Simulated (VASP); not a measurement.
A run of VASP 6.6.1 is set up as follows.

INCAR

```
PREC = Accurate ; ENCUT = 600
EDIFF = 1E-7 ; ISMEAR = 0
SIGMA = 0.01 ; LREAL = F
LASPH = T ; NELM = 60
ALGO = Normal ; ISIF = 3
LWAVE = F ; LCHARG = F
GGA = CA ; IBRION = 2
NSW = 100 ; EDIFFG = -0.005
```

Contents of KPOINTS:

```
Automatic mesh
0
Gamma
  10 10 8
```

Contents of POSCAR:

```
As
1.0
    1.8250000000     -5.5000000000      0.0000000000
    1.8250000000      5.5000000000      0.0000000000
    0.0000000000      0.0000000000      4.4700000000
As
4
Direct
    0.1100000000      0.8900000000      0.0600000000
    0.6100000000      0.3900000000      0.4400000000
    0.8900000000      0.1100000000      0.9400000000
    0.3900000000      0.6100000000      0.5600000000
```

Potentials or basis: VASP PAW LDA potentials, release 64 (As).

Command:

```bash
$ cat potpaw_LDA.64/As/POTCAR > POTCAR
$ mpirun -np 1 vasp_std > vasp.out
```

(1) Estimate the relaxed volume.

(2) What does it give for the band gap on the k mesh?

Answers

(1) 21.08 Å³/atom.

(2) zero (bands 10 and 11 overlap by 0.52 eV).
